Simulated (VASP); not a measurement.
Wanted: the native input for a VASP 6.6.1 run.

| Item | Value |
| --- | --- |
| Task | relaxation of cell and atoms |
| Functional | r2SCAN |
| Potentials or basis | VASP PAW PBE potentials, release 64 (Ge_d) |
| Cutoff | 550 eV |
| k mesh | 12 × 12 × 12 |
| Occupations | gaussian, width 0.02 eV |
| Spin | no spin polarisation |
| Target pressure | 4 GPa |
| Dipole correction | no |
| Further INCAR settings | ALGO = Normal; EDIFF = 1e-07; IBRION = 2; EDIFFG = -0.008; NSW = 70; ISIF = 3 |

The system is Ge.

```
Ge
1.0
     0.00000    2.78945    2.78945
     2.78945    0.00000    2.78945
     2.78945    2.78945    0.00000
Ge
2
Direct
  0.50000 0.50000 0.50000
  0.75000 0.75000 0.75000
```

These files were run (other wordings do the same):

POSCAR

```
Ge
1.0
    0.0000000000      2.7894457614      2.7894457614
    2.7894457614      0.0000000000      2.7894457614
    2.7894457614      2.7894457614      0.0000000000
Ge
2
Direct
    0.5000000000      0.5000000000      0.5000000000
    0.7500000000      0.7500000000      0.7500000000
```

INCAR.step1

```
SYSTEM = Ge
  ALGO = Normal
  EDIFF = 1E-5
  EDIFFG = -0.005
  ENCUT = 550
  GGA = PE
  GGA_COMPAT = .FALSE.
  IBRION = 2
  ISIF = 3
  ISMEAR = 0
  LASPH = .TRUE.
  LCHARG = .FALSE.
  LREAL = .FALSE.
  LWAVE = .TRUE.
  NELM = 120
  NELMIN = 4
  NSW = 100
  PREC = Accurate
  SIGMA = 0.02
```

INCAR.step2

```
SYSTEM = Ge
  ALGO = Normal
  EDIFF = 1E-7
  EDIFFG = -0.008
  ENCUT = 550
  GGA_COMPAT = .FALSE.
  IBRION = 2
  ISIF = 3
  ISMEAR = 0
  ISTART = 1
  LASPH = .TRUE.
  LCHARG = .FALSE.
  LMIXTAU = .TRUE.
  LREAL = .FALSE.
  LWAVE = .FALSE.
  METAGGA = R2SCAN
  NELM = 120
  NELMIN = 4
  NSW = 70
  PREC = Accurate
  PSTRESS = 40.0
  SIGMA = 0.02
```

KPOINTS

```
k-points
0
G
  12 12 12
  0 0 0
```

Potentials or basis: VASP PAW PBE potentials, release 64 (Ge_d).

Run with:

```console
$ cat potpaw_PBE.64/Ge_d/POTCAR > POTCAR
$ cp INCAR.step1 INCAR
$ mpirun -np 1 vasp_std > vasp.out
$ cp INCAR.step2 INCAR
$ mpirun -np 1 vasp_std > vasp.out
```

Results of the run:

- Relaxed volume: 21.76 Å³/atom
- Relaxed cell: a = 3.948 Å, b = 3.948 Å, c = 3.948 Å, α = 60.00°, β = 60.00°, γ = 60.00°
- Space group after relaxing (to 0.1 Å): Fd-3m (No. 227)
- Energy change on relaxing (the run minimises the enthalpy): -1.4 meV/atom
- Ionic steps: 3
- Pressure after relaxing: 4.0 GPa
- Band gap on the k mesh: 0.58 eV (least direct gap 0.79 eV)

Caveat: the cell is relaxed towards a set pressure, so the run minimises the enthalpy, not the energy; the PAW data sets were made with another functional, which shifts forces and pressure a little.

Run time: 18 min on 1 thread of Oxide Virtual Turin-like Processor, with other jobs on the host, peak memory 0.17 GiB.
